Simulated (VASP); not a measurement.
Wanted: the native input for a VASP 6.6.1 run.

| Property | Result |
| --- | --- |
| Task | single point |
| Functional | PBEsol |
| Potentials or basis | VASP PAW PBE potentials, release 64 (Hf_pv, Mo_sv, C) |
| Cutoff | 520 eV |
| k mesh | 8 × 8 × 6 |
| Occupations | fermi-dirac, width 0.05 eV |
| Spin | non-collinear spin, zero start, spin-orbit coupling |
| Starting moments | [[0.0, 0.0, 0.0], [0.0, 0.0, 0.0], [0.0, 0.0, 0.0], [0.0, 0.0, 0.0]] μB |
| Dipole correction | no |
| Further INCAR settings | ALGO = Normal; EDIFF = 1e-06; NBANDS = 46 |

The structure of HfMoC2 lies in POSCAR:

```
HfMoC2
1.0
    3.1914230000      0.0000000000      0.0000000000
    0.0000000000      3.1914230000      0.0000000000
    0.0000000000      0.0000000000      4.4851640000
Hf Mo C
1 1 2
Direct
    0.0000000000      0.0000000000      0.0000000000
    0.5000000000      0.5000000000      0.5000000000
    0.5000000000      0.5000000000      0.0000000000
    0.0000000000      0.0000000000      0.5000000000
```

These files were run (other wordings do the same):

INCAR

```
PREC     = Accurate       # precision mode
ENCUT    = 520            # plane-wave cutoff, eV
EDIFF    = 1E-6           # SCF threshold, eV
ISMEAR   = -1             # smearing method
SIGMA    = 0.05           # smearing width, eV
LREAL    = F              # projectors in reciprocal space
LASPH    = T              # aspherical terms in the spheres
NELM     = 150            # most SCF steps
ALGO     = Normal         # electronic algorithm
ISIF     = 2              # what is computed and relaxed
LWAVE    = F              # write WAVECAR
LCHARG   = F              # write CHGCAR
MAGMOM   = 0 0 0 0 0 0 0 0 0 0 0 0 # initial moments
LORBIT   = 11             # projections on sites
LSORBIT  = T              # spin-orbit coupling
GGA_COMPAT= F            
LORBMOM  = T            
LMAXMIX  = 4              # l up to which the mixer works
GGA      = PS             # functional
NBANDS   = 46             # bands
```

KPOINTS

```
Automatic mesh
0
Gamma
  8 8 6
```

Potentials or basis: VASP PAW PBE potentials, release 64 (Hf_pv, Mo_sv, C).

Run with:

```console
$ cat potpaw_PBE.64/Hf_pv/POTCAR potpaw_PBE.64/Mo_sv/POTCAR potpaw_PBE.64/C/POTCAR > POTCAR
$ mpirun -np 1 vasp_ncl > vasp.out
```

It gave:

```
Pressure                                              : -8.9 GPa
Net moment                                            : 0.00 μB per cell
Valence electrons inside the program's atomic spheres : Hf 8.92; Mo 12.32; C 2.39, 2.36
```

Caveat: the cell stands under tension; the PAW data sets were made with another functional, which shifts forces and pressure a little.

Wall time 7.3 min on 1 thread of Oxide Virtual Turin-like Processor, on a shared host, peak memory 0.33 GiB.
